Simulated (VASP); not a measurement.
# Ga2BSb3 (P6/mmm) in VASP: further runs

The runs below take Ga2BSb3 through single point, relaxation of cell and atoms, with PBE.

All numbers are computed with VASP 6.6.1; they aren't measurements. Logs are shortened: lines on timing, memory, paths and dates and some standing lists are left out, and cuts for length are marked.

## Step 1: The cell of the first run

The structure is hexagonal, space group P6/mmm (No. 191). Conventional cell: a = 6.348 Å, b = 6.348 Å, c = 3.707 Å, α = 90.00°, β = 90.00°, γ = 120.00°. Within 3.4 Å of Ga (site symmetry -6m2) lie 6 Sb at 2.61 Å. Within 4.8 Å of B (site symmetry 6/mmm) lie 6 Ga at 3.66 Å and 12 Sb at 3.68 Å and 2 B at 3.71 Å. Within 3.4 Å of Sb (site symmetry mmm) lie 4 Ga at 2.61 Å and 4 Sb at 3.17 Å.

The cell was generated, and may not be a known phase.

## Step 2: Single point, PBE

INCAR

```
  PREC = Accurate
  ENCUT = 520
  EDIFF = 1E-6
  ISMEAR = 0
  SIGMA = 0.1
  LREAL = False
  LASPH = True
  NELM = 80
  ALGO = Normal
  ISIF = 2
  LWAVE = False
  LCHARG = False
  GGA = PE
  NBANDS = 31
```

KPOINTS

```
Automatic mesh
0
Gamma
  3 3 6
```

POSCAR

```
Ga2BSb3
1.0
    6.3477687000      0.0000000000      0.0000000000
   -3.1738843500      5.4973289500      0.0000000000
    0.0000000000      0.0000000000      3.7069831900
Ga B Sb
2 1 3
Direct
    0.3333333300      0.6666666700      0.5000000000
    0.6666666700      0.3333333300      0.5000000000
    0.0000000000      0.0000000000      0.5000000000
    0.0000000000      0.5000000000      0.0000000000
    0.5000000000      0.0000000000      0.0000000000
    0.5000000000      0.5000000000      0.0000000000
```

Potentials or basis: VASP PAW PBE potentials, release 64 (Ga_d, B, Sb).

Launch:

```console
> cat potpaw_PBE.64/Ga_d/POTCAR potpaw_PBE.64/B/POTCAR potpaw_PBE.64/Sb/POTCAR > POTCAR
> mpirun -np 1 vasp_std > vasp.out
```

OUTCAR:

```text
PREC = Accurate
   ENCUT = 520
   EDIFF = 1E-6
   ISMEAR = 0
   LREAL = False
   LASPH = True
   NELM = 80
   ISIF = 2
   GGA = PE

 ion  position               nearest neighbor table
   1  0.333  0.667  0.500-   5 2.61   5 2.61   4 2.61   4 2.61   6 2.61   6 2.61
   2  0.667  0.333  0.500-   5 2.61   5 2.61   4 2.61   4 2.61   6 2.61   6 2.61
   3  0.000  0.000  0.500-
   4  0.000  0.500  0.000-   1 2.61   2 2.61   1 2.61   2 2.61   5 3.17   5 3.17   6 3.17   6 3.17

   5  0.500  0.000  0.000-   1 2.61   2 2.61   1 2.61   2 2.61   4 3.17   6 3.17   6 3.17   4 3.17

   6  0.500  0.500  0.000-   1 2.61   2 2.61   1 2.61   2 2.61   5 3.17   5 3.17   4 3.17   4 3.17

  LATTYP: Found a hexagonal cell.
 ALAT       =     6.3477687000
 C/A-ratio  =     0.5839820833

  Lattice vectors:

 A1 = (   6.3477687000,   0.0000000000,   0.0000000000)
 A2 = (  -3.1738843500,   5.4973289500,   0.0000000000)
 A3 = (   0.0000000000,   0.0000000000,   3.7069831900)

Analysis of symmetry for initial positions (statically):
=====================================================================
 Subroutine PRICEL returns:
 Original cell was already a primitive cell.

 Routine SETGRP: Setting up the symmetry group for a
 hexagonal supercell.

 Subroutine GETGRP returns: Found 24 space group operations
 (whereof 24 operations were pure point group operations)
 out of a pool of 24 trial point group operations.

The static configuration has the point symmetry D_6h.

Analysis of symmetry for dynamics (positions and initial velocities):
=====================================================================
 Subroutine PRICEL returns:
 Original cell was already a primitive cell.

 Routine SETGRP: Setting up the symmetry group for a
 hexagonal supercell.

 Subroutine GETGRP returns: Found 24 space group operations
 (whereof 24 operations were pure point group operations)
 out of a pool of 24 trial point group operations.

The dynamic configuration has the point symmetry D_6h.

 Subroutine INISYM returns: Found 24 space group operations
 (whereof 24 operations are pure point group operations),
 and found     1 'primitive' translations

----------------------------------------------------------------------------------------

                                     Primitive cell

  volume of cell :     129.3580

  direct lattice vectors                    reciprocal lattice vectors
     6.347768700  0.000000000  0.000000000     0.157535671  0.090953262  0.000000000
    -3.173884350  5.497328950  0.000000000     0.000000000  0.181906524  0.000000000
     0.000000000  0.000000000  3.706983190     0.000000000  0.000000000  0.269761137

  length of vectors
     6.347768700  6.347768699  3.706983190     0.181906524  0.181906524  0.269761137

  position of ions in fractional coordinates (direct lattice)
     0.333333330  0.666666670  0.500000000
     0.666666670  0.333333330  0.500000000
     0.000000000  0.000000000  0.500000000
     1.000000000  0.500000000  0.000000000
     0.500000000  0.000000000  0.000000000
     0.500000000  0.500000000  0.000000000

  ion indices of the primitive-cell ions
   primitive index   ion index
                 1           1
                 2           2
                 3           3
                 4           4
                 5           5
                 6           6

----------------------------------------------------------------------------------------

 KPOINTS: Automatic mesh

Automatic generation of k-mesh.
 Grid dimensions read from file:
 generate k-points for:    3    3    6

 Generating k-lattice:

  Cartesian coordinates                     Fractional coordinates (reciprocal lattice)
     0.052511890  0.030317754  0.000000000     0.333333333  0.000000000  0.000000000
     0.000000000  0.060635508  0.000000000     0.000000000  0.333333333  0.000000000
     0.000000000  0.000000000  0.044960189     0.000000000  0.000000000  0.166666667

  Length of vectors
     0.060635508  0.060635508  0.044960189

  Shift w.r.t. Gamma in fractional coordinates (k-lattice)
     0.000000000  0.000000000  0.000000000

 Subroutine IBZKPT returns following result:
 ===========================================

 Found     12 irreducible k-points:

 Following reciprocal coordinates:
            Coordinates               Weight
  0.000000  0.000000  0.000000      1.000000
  0.333333  0.000000  0.000000      6.000000
  0.333333  0.333333  0.000000      2.000000
  0.000000  0.000000  0.166667      2.000000
  0.333333  0.000000  0.166667     12.000000
  0.333333  0.333333  0.166667      4.000000
  0.000000  0.000000  0.333333      2.000000
  0.333333  0.000000  0.333333     12.000000
  0.333333  0.333333  0.333333      4.000000
  0.000000  0.000000  0.500000      1.000000
  0.333333  0.000000  0.500000      6.000000
  0.333333  0.333333  0.500000      2.000000
   k-points           NKPTS =     12   k-points in BZ     NKDIM =     12   number of bands    NBANDS=     31
   number of dos      NEDOS =    301   number of ions     NIONS =      6
   total plane-waves  NPLWV =  64512
   dimension x,y,z NGX =    48 NGY =   48 NGZ =   28
   dimension x,y,z NGXF=    96 NGYF=   96 NGZF=   56
   ions per type =               2   1   3
   NGX,Y,Z   is equivalent  to a cutoff of  12.57, 12.57, 12.56 a.u.
   NGXF,Y,Z  is equivalent  to a cutoff of  25.14, 25.14, 25.11 a.u.
 SYSTEM =  unknown system
   PREC   = accura    normal or accurate (medium, high low for compatibility)
   ISTART =      0    job   : 0-new  1-cont  2-samecut
   ICHARG =      2    charge: 1-file 2-atom 10-const
   ISPIN  =      1    spin polarized calculation?
   LNONCOLLINEAR =      F non collinear calculations
   LSORBIT =      F    spin-orbit coupling
   LASPH  =      T    aspherical Exc in radial PAW
   ENCUT  =  520.0 eV  38.22 Ry    6.18 a.u.  11.80 11.80  6.89*2*pi/ulx,y,z
   NELM   =     80;   NELMIN=  2; NELMDL= -5     # of ELM steps
   EDIFF  = 0.1E-05   stopping-criterion for ELM
   LREAL  =      F    real-space projection
   EDIFFG = 0.1E-04   stopping-criterion for IOM
   NSW    =      0    number of steps for IOM
   IBRION =     -1    ionic relax: 0-MD 1-quasi-New 2-CG
   NFREE  =      0    steps in history (QN), initial steepest desc. (CG)
   ISIF   =      2    stress and relaxation
   ISYM   =      2    0-nonsym 1-usesym 2-fastsym
   POTIM  = 0.5000    time-step for ionic-motion
   TEBEG  =    0.0;   TEEND  =   0.0 temperature during run
   PSTRESS=    0.0 pullay stress
   NELECT =      44.0000    total number of electrons
   NUPDOWN=      -1.0000    fix difference up-down
   EMIN   =  10.00;   EMAX   =-10.00  energy-range for DOS
   EFERMI =   0.00;   METHOD = LEGACY
   ISMEAR =     0;   SIGMA  =   0.10  broadening in eV -4-tet -1-fermi 0-gaus
   EFERMI_NEDOS =   21; number of points for ismear=-14 and -15
   IALGO  =     38    algorithm
   IMIX   =      4    mixing-type and parameters
     AMIX     =   0.40;   BMIX     =  1.00
     AMIX_MAG =   1.60;   BMIX_MAG =  1.00
  volume/ion in A,a.u.               =      21.56       145.49
  Fermi-wavevector in a.u.,A,eV,Ry     =   1.142776  2.159534 17.768362  1.305938
  Thomas-Fermi vector in A             =   2.279473
   LORBIT       =      0    0 simple, 1 ext, 2 COOP (PROOUT), +10 PAW based schemes
   GGA     = PE    functional components
   LHFCALC =     F    Hartree Fock is set to
   AEXX    =    0.0000 exact exchange contribution
   IVDW    =     0    specifies the selected vdW correction
   LEPSILON=     F    determine dielectric tensor
   LRPA    =     F    only Hartree local field effects (RPA)
 non-spin polarized calculation
 Gauss-broadening in eV      SIGMA  =   0.10
  energy-cutoff  :      520.00
  volume of cell :      129.36
 maximum number of plane-waves:      3499
 NGX is ok and might be reduce to    48
   NGX = 23   NGY = 23   NGZ = 13

 number of electron      43.9999988 magnetization

 Free energy of the ion-electron system (eV)
  ---------------------------------------------------
  ext. energy  EPLUGINS =         0.00000000
  ---------------------------------------------------
  free energy    TOTEN  =       -16.50337817 eV

  energy without entropy =      -16.48530663  energy(sigma->0) =      -16.49434240

 E-fermi :   7.2567     XC(G=0): -10.2461

 val. band max:        7.2496564719   @ k =   0.3333   0.0000   0.5000
 cond. band min:       7.4062891926   @ k =   0.0000   0.0000   0.3333
 fundamental gap:      0.1566327207
 Fermi energy:         7.2567207502

 k-point     1 :       0.0000    0.0000    0.0000
  band No.  band energies     occupation
      1      -8.3164      2.00000
      2      -8.2707      2.00000
      3      -8.2506      2.00000
      4      -8.2506      2.00000
      5      -8.2004      2.00000
      6      -8.2004      2.00000
[... 23 lines left out ...]
     30      11.3320      0.00000
     31      11.4818      0.00000

 k-point     2 :       0.3333    0.0000    0.0000
  band No.  band energies     occupation
      1      -8.3045      2.00000
      2      -8.2788      2.00000
      3      -8.2506      2.00000
      4      -8.2396      2.00000
      5      -8.2085      2.00000
      6      -8.2084      2.00000
[... 23 lines left out ...]
     30      11.5849      0.00000
     31      12.2935      0.00000

 k-point     3 :       0.3333    0.3333    0.0000
  band No.  band energies     occupation
      1      -8.2907      2.00000
      2      -8.2907      2.00000
      3      -8.2507      2.00000
      4      -8.2242      2.00000
      5      -8.2242      2.00000
      6      -8.2162      2.00000
[... 295 lines left out ...]
     30      12.6550      0.00000
     31      12.9469      0.00000

 k-point    12 :       0.3333    0.3333    0.5000
  band No.  band energies     occupation
      1      -8.3524      2.00000
      2      -8.3084      2.00000
      3      -8.3084      2.00000
      4      -8.2541      2.00000
      5      -8.1984      2.00000
      6      -8.1757      2.00000
[... 23 lines left out ...]
     30      11.7777      0.00000
     31      12.6607      0.00000

------------------------ aborting loop because EDIFF is reached ----------------------------------------

  FORCE on cell =-STRESS in cart. coord.  units (eV):
  Direction    XX          YY          ZZ          XY          YZ          ZX
  --------------------------------------------------------------------------------------
  -------------------------------------------------------------------------------------
  Total       15.6264976     15.6264976     17.6700448      0.0000000      0.0000000      0.0000000
  in kB      193.5435925    193.5435923    218.8541559      0.0000000      0.0000000      0.0000000
  external PRESSURE =     201.9804469 kB  Pullay stress =       0.0000000 kB

 VOLUME and BASIS-vectors are now :
 -----------------------------------------------------------------------------
  energy-cutoff  :      520.00
  volume of cell :      129.36
      direct lattice vectors                 reciprocal lattice vectors
     6.347768700  0.000000000  0.000000000     0.157535671  0.090953262  0.000000000
    -3.173884350  5.497328950  0.000000000     0.000000000  0.181906524  0.000000000
     0.000000000  0.000000000  3.706983190     0.000000000  0.000000000  0.269761137

 POSITION                                       TOTAL-FORCE (eV/Angst)
 -----------------------------------------------------------------------------------
     -0.00000      3.66489      1.85349         0.000000     -0.000000      0.000000
      3.17388      1.83244      1.85349        -0.000000      0.000000      0.000000
      0.00000      0.00000      1.85349        -0.000000     -0.000000      0.000000
     -1.58694      2.74866      0.00000        -0.000000     -0.000000      0.000000
      3.17388      0.00000      0.00000        -0.000000     -0.000000      0.000000
      1.58694      2.74866      0.00000        -0.000000     -0.000000      0.000000
 -----------------------------------------------------------------------------------
    total drift:                               -0.000000      0.000000      0.000000

  FREE ENERGIE OF THE ION-ELECTRON SYSTEM (eV)
  ---------------------------------------------------
  free  energy   TOTEN  =       -16.5033781726 eV

  energy  without entropy=      -16.4853066327  energy(sigma->0) =      -16.49434240
```

It took 21 s on 1 thread of Intel Xeon 6975P-C (Granite Rapids), shared host; peak memory 0.25 GiB.

Results:

```yaml
Free_energy: -16.5034 eV
Pressure: 20.2 GPa
Band_gap_on_the_k_mesh: zero (bands 22 and 23 overlap by 2.38 eV)
```

Levels at points of the mesh, in eV from the Fermi level:
```tsv
k point	band 20	band 21	band 22	band 23	band 24	band 25
(0.00, 0.00, 0.00)	0.72	0.72	1.42	1.42	1.74	2.03
(0.00, 0.00, 0.50)	-3.04	-3.04	-0.96	-0.96	-0.81	3.12
```

Caveat: the k points lie up to 0.38 Å⁻¹ apart, too coarse for converged energies and pressures of a metal; spin-orbit coupling is left out, which moves the levels of the heavy elements.

(Part 1 of 2 ends here.)

The gap in the log of VASP goes by the Fermi energy; the results here count the filled bands.